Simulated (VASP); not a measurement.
Crystal: Si3N4.

```
CELL_PARAMETERS angstrom
7.63220 0.00000 0.00000
-3.81610 6.60968 0.00000
0.00000 0.00000 2.91910
ATOMIC_POSITIONS crystal
Si 0.17446 0.76836 0.25000
Si 0.40610 0.17446 0.75000
Si 0.23164 0.40610 0.25000
Si 0.82554 0.23164 0.75000
Si 0.59390 0.82554 0.25000
Si 0.76836 0.59390 0.75000
N 0.33333 0.66667 0.25000
N 0.66667 0.33333 0.75000
N 0.32989 0.03033 0.25000
N 0.29956 0.32989 0.75000
N 0.96967 0.29956 0.25000
N 0.67011 0.96967 0.75000
N 0.70044 0.67011 0.25000
N 0.03033 0.70044 0.75000
```

Base run:

| Quantity | Value |
| --- | --- |
| Program | VASP 6.6.1 |
| Functional | PBE |
| Potentials or basis | VASP PAW PBE potentials, release 64 (Si, N) |
| Cutoff | 520 eV |
| k mesh | 4 × 4 × 9 |
| Occupations | fermi-dirac, width 0.02 eV |
| Spin | no spin polarisation |

Its results: band gap on the k mesh 4.29 eV (least direct gap 4.47 eV); pressure 2.3 GPa; largest force 0.012 eV/Å.

Task: The run is repeated on the same cell with these changes: functional from PBE to r2SCAN; further incar settings from ALGO = Normal; EDIFF = 1e-06; NBANDS = 45 to ALGO = Normal; EDIFF = 1e-08; NBANDS = 45. What comes out?

Result: Band gap on the k mesh 4.95 eV (least direct gap 5.13 eV); pressure -3.3 GPa; largest force 0.050 eV/Å.

Caveats: an odd mesh through Γ misses points on the zone boundary, where band edges can lie; the cell stands under tension (at least some runs); the PAW data sets were made with another functional, which shifts forces and pressure a little (at least some runs).
